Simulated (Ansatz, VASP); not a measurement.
# One calculation of NaF, two programs

Contents of INCAR:

```
SYSTEM = NaF
ALGO = Normal
EDIFF = 1E-6
ENCUT = 520
GGA = PE
ISIF = 2
ISMEAR = 0
LASPH = .True.
LCHARG = .True.
LELF = .True.
LREAL = .False.
LVHAR = .True.
LWAVE = .False.
NBANDS = 14
NELM = 60
PREC = Accurate
SIGMA = 0.05
```

Contents of KPOINTS:

```
k-points
0
Gamma
  8 8 8
  0 0 0
```

The input POSCAR:

```
NaF
1.0
    0.0000000000      2.3813825000      2.4394650000
    2.3813825000      0.0000000000      2.4394650000
    2.3813825000      2.3813825000      0.0000000000
Na F
1 1
Direct
    0.0000000000      0.0000000000      0.0000000000
    0.5000000000      0.5000000000      0.5000000000
```

Input for Ansatz:

```yaml
crystal:
  lattice:
    - [0.0, 2.3813825, 2.439465]
    - [2.3813825, 0.0, 2.439465]
    - [2.3813825, 2.3813825, 0.0]
  atoms:
    - { symbol: Na, position: [0.0, 0.0, 0.0] }
    - { symbol: F, position: [0.5, 0.5, 0.5] }
basis:
  ecutwfc: 420
kpoints:
  mp_grid: { grid: [8, 8, 8] }
hamiltonian:
  xc: pbe
scf:
  occupations: { method: gaussian, width: 0.05 }
output:
  forces: true
  stress: true
  eigenvalues: true
```

Change from the starting cell: strain +0.025 along x and y, +0.050 along z, atoms carried along.

Alike in both runs: task single point; functional PBE; k mesh 8 × 8 × 8; occupations gaussian, width 0.05 eV; no spin polarisation.

|  | VASP | Ansatz |
| --- | --- | --- |
| version | VASP 6.6.1 | Ansatz 0.2.0 |
| potentials or method | VASP PAW PBE potentials, release 64 (Na_pv, F), cutoff 520 eV | scalar-relativistic, plane waves, PAW |
| valence electrons in the cell | 14 | 16 |

VASP gave:

```
gap on the k mesh at the Fermi level (eV)                     : 5.76
least direct gap on the mesh (eV)                             : 5.76
pressure (GPa)                                                : -2.6
traceless stress, the component that is largest in VASP (GPa) : -0.72
```

**Question.** What did Ansatz give for the same quantities?

**Answer.** gap on the k mesh at the Fermi level (eV): 5.77; least direct gap on the mesh (eV): 5.77; pressure (GPa): -2.4; traceless stress, the component that is largest in VASP (GPa): -0.70.

VASP's potentials hold 14 valence electrons a cell and Ansatz's 16, so a difference there can come from the potentials and not from the codes.
